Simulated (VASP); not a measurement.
# NiO (P-6m2) in VASP: a series of runs, part 2 of 2

VASP 6.6.1. The steps go on from the part before.

### Step 3. Single point, PBE, collinear spin, ferromagnetic start

The input, INCAR:

```
PREC = Accurate ; ENCUT = 600
EDIFF = 1E-6 ; ISMEAR = -1
SIGMA = 0.05 ; LREAL = False
LASPH = True ; NELM = 200
ALGO = Normal ; ISIF = 2
LWAVE = False ; LCHARG = False
ISPIN = 2 ; MAGMOM = 2.5 0
LORBIT = 11 ; LMAXMIX = 4
GGA = PE ; NBANDS = 23
GGA_COMPAT = False
```

The input, KPOINTS:

```
Automatic mesh
0
Gamma
  11 11 10
```

The input, POSCAR:

```
NiO
1.0
    2.7830607900      0.0000000000      0.0000000000
   -1.3915303900      2.4102013400      0.0000000000
    0.0000000000      0.0000000000      2.7161294400
Ni O
1 1
Direct
    0.0000000000      0.0000000000      0.0000000000
    0.6666666667      0.3333333333      0.5000000000
```

Potentials or basis: VASP PAW PBE potentials, release 64 (Ni_sv_GW, O).

Run with:

```bash
$ cat potpaw_PBE.64/Ni_sv_GW/POTCAR potpaw_PBE.64/O/POTCAR > POTCAR
$ mpirun -np 1 vasp_std > vasp.out
```

OUTCAR:

```text
PREC = Accurate
   ENCUT = 600
   EDIFF = 1E-6
   ISMEAR = -1
   LREAL = False
   LASPH = True
   NELM = 200
   ISIF = 2
   ISPIN = 2
   LORBIT = 11
   GGA = PE

 ion  position               nearest neighbor table
   1  0.000  0.000  0.000-   2 2.10   2 2.10   2 2.10   2 2.10   2 2.10   2 2.10
   2  0.667  0.333  0.500-   1 2.10   1 2.10   1 2.10   1 2.10   1 2.10   1 2.10

  LATTYP: Found a hexagonal cell.
 ALAT       =     2.7830607900
 C/A-ratio  =     0.9759504535

  Lattice vectors:

 A1 = (   2.7830607900,   0.0000000000,   0.0000000000)
 A2 = (  -1.3915303900,   2.4102013400,   0.0000000000)
 A3 = (   0.0000000000,   0.0000000000,   2.7161294400)

Analysis of symmetry for initial positions (statically):
=====================================================================
 Subroutine PRICEL returns:
 Original cell was already a primitive cell.

 Routine SETGRP: Setting up the symmetry group for a
 hexagonal supercell.

 Subroutine GETGRP returns: Found 12 space group operations
 (whereof 12 operations were pure point group operations)
 out of a pool of 24 trial point group operations.

The static configuration has the point symmetry D_3h.

Analysis of symmetry for dynamics (positions and initial velocities):
=====================================================================
 Subroutine PRICEL returns:
 Original cell was already a primitive cell.

 Routine SETGRP: Setting up the symmetry group for a
 hexagonal supercell.

 Subroutine GETGRP returns: Found 12 space group operations
 (whereof 12 operations were pure point group operations)
 out of a pool of 24 trial point group operations.

The dynamic configuration has the point symmetry D_3h.

Analysis of structural, dynamic, and magnetic symmetry:
=====================================================================
 Subroutine PRICEL returns:
 Original cell was already a primitive cell.

 Routine SETGRP: Setting up the symmetry group for a
 hexagonal supercell.

[... 143 lines left out ...]

 Free energy of the ion-electron system (eV)
  ---------------------------------------------------
  ext. energy  EPLUGINS =         0.00000000
  ---------------------------------------------------
  free energy    TOTEN  =       -11.97704803 eV

  energy without entropy =      -11.96293825  energy(sigma->0) =      -11.96999314

 E-fermi :   6.7526     XC(G=0): -13.0777

 val. band max:        6.7511185910   @ k =   0.2727   0.2727   0.5000
 cond. band min:       6.7532072149   @ k =   0.4545   0.0909   0.1000
 fundamental gap:      0.0020886239
 Fermi energy:         6.7526294846

 spin component 1

 k-point     1 :       0.0000    0.0000    0.0000
  band No.  band energies     occupation
      1     -97.5742      1.00000
      2     -58.1977      1.00000
      3     -57.8158      1.00000
      4     -57.8158      1.00000
      5     -13.6155      1.00000
      6       2.3770      1.00000
[... 613 lines left out ...]
     22      37.3151      0.00000
     23      39.1714      0.00000

 [... further k-points ...]

 spin component 2

 k-point     1 :       0.0000    0.0000    0.0000
  band No.  band energies     occupation
      1     -95.7834      1.00000
      2     -56.2682      1.00000
      3     -56.1635      1.00000
      4     -56.1635      1.00000
      5     -12.9863      1.00000
      6       3.2670      1.00000
[... 613 lines left out ...]
     22      37.5784      0.00000
     23      39.5168      0.00000

 [... further k-points ...]
[... 5 lines left out ...]
  --------------------------------------------------------------------------------------
  -------------------------------------------------------------------------------------
  Total        0.4436152      0.4436152      0.0763502      0.0000000     -0.0000000      0.0000000
  in kB       39.0113094     39.0113092      6.7142031      0.0000001     -0.0000000      0.0000000
  external PRESSURE =      28.2456072 kB  Pullay stress =       0.0000000 kB

 VOLUME and BASIS-vectors are now :
 -----------------------------------------------------------------------------
  energy-cutoff  :      600.00
  volume of cell :       18.22
      direct lattice vectors                 reciprocal lattice vectors
     2.783060790  0.000000000  0.000000000     0.359316621  0.207451548  0.000000000
    -1.391530390  2.410201340  0.000000000     0.000000000  0.414903097  0.000000000
     0.000000000  0.000000000  2.716129440     0.000000000  0.000000000  0.368170966

 POSITION                                       TOTAL-FORCE (eV/Angst)
 -----------------------------------------------------------------------------------
      0.00000      0.00000      0.00000        -0.000000      0.000000      0.000000
      1.39153      0.80340      1.35806         0.000000      0.000000      0.000000
 -----------------------------------------------------------------------------------
    total drift:                               -0.000000      0.000000      0.000000

  FREE ENERGIE OF THE ION-ELECTRON SYSTEM (eV)
  ---------------------------------------------------
  free  energy   TOTEN  =       -11.9770480276 eV

  energy  without entropy=      -11.9629382472  energy(sigma->0) =      -11.96999314

 total charge

# of ion       s       p       d       f       tot
--------------------------------------------------
    1        2.154   6.231   7.787   0.009  16.181
    2        1.567   3.380   0.000   0.000   4.947
--------------------------------------------------
tot          3.721   9.611   7.787   0.009  21.128

 magnetization (x)

# of ion       s       p       d       f       tot
--------------------------------------------------
    1        0.002   0.006   1.438   0.001   1.448
    2        0.021   0.385   0.000   0.000   0.406
--------------------------------------------------
tot          0.023   0.392   1.438   0.001   1.854
```

stdout:

```text
POSCAR found type information on POSCAR NiO
 POSCAR found :  2 types and       2 ions
 scaLAPACK will be used
 LDA part: xc-table for (Slater+PW92), standard interpolation
 POSCAR, INCAR and KPOINTS ok, starting setup
 FFT: planning ... GRIDC
 FFT: planning ... GRID_SOFT
 FFT: planning ... GRID
 WAVECAR not read
 entering main loop
```

Run time: 66 s. Hardware: 1 thread of Intel Xeon Platinum 8559C (Emerald Rapids), shared host; peak memory 0.22 GiB.

What came out:

```
Free energy                                           : -11.9770 eV
Pressure                                              : 2.8 GPa
Net moment                                            : 1.88 μB per cell
Site moments                                          : Ni +1.45; O +0.41 μB
Valence electrons inside the program's atomic spheres : Ni 16.18; O 4.95
```

Stress tensor (GPa, compression positive):
```
3.90 0.00 0.00
0.00 3.90 0.00
0.00 0.00 0.67
```

Caveat: a cell with one magnetic atom can't hold antiferromagnetic order, which such compounds often take; semilocal functionals often make such compounds metallic where correlation or magnetic order opens a gap, which also shifts bond lengths.
